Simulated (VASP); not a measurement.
Input of a VASP 6.6.1 run:

INCAR

```
ALGO     = Normal         # electronic algorithm
EDIFF    = 1E-6           # SCF threshold, eV
EDIFFG   = -0.001         # ionic threshold
ENCUT    = 600            # plane-wave cutoff, eV
GGA      = PS             # functional
IBRION   = 2              # ionic algorithm
ISIF     = 3              # what is computed and relaxed
ISMEAR   = -1             # smearing method
LASPH    = True           # aspherical terms in the spheres
LCHARG   = False          # write CHGCAR
LREAL    = False          # projectors in reciprocal space
LWAVE    = False          # write WAVECAR
NELM     = 100            # most SCF steps
NSW      = 80             # ionic steps
PREC     = Accurate       # precision mode
SIGMA    = 0.15           # smearing width, eV
```

KPOINTS

```
k-points
0
Gamma
  12 12 12
```

Contents of POSCAR:

```
ScCd
1.0
    3.4854596816      0.0000000000      0.0000000000
    0.0000000000      3.4854596816      0.0000000000
    0.0000000000      0.0000000000      3.4854596816
Sc Cd
1 1
Direct
    0.5000000000      0.5000000000      0.5000000000
    0.0000000000      0.0000000000      0.0000000000
```

Potentials or basis: VASP PAW PBE potentials, release 64 (Sc_sv, Cd).

Launch:

```console
$ cat potpaw_PBE.64/Sc_sv/POTCAR potpaw_PBE.64/Cd/POTCAR > POTCAR
$ mpirun -np 1 vasp_std > vasp.out
```

Question: Predict the space group after relaxing (to 0.05 Å).

Answer: Pm-3m (No. 221).

Question: What does it give for the relaxed cell?

Answer: a = 3.488 Å, b = 3.488 Å, c = 3.488 Å, α = 90.00°, β = 90.00°, γ = 90.00°.

Final structure:
```yaml
crystal:
  lattice:
    - [3.48805, 0.00000, 0.00000]
    - [0.00000, 3.48805, 0.00000]
    - [0.00000, 0.00000, 3.48805]
  atoms:
    - { symbol: Sc, position: [0.50000, 0.50000, 0.50000] }
    - { symbol: Cd, position: [0.00000, 0.00000, 0.00000] }
```
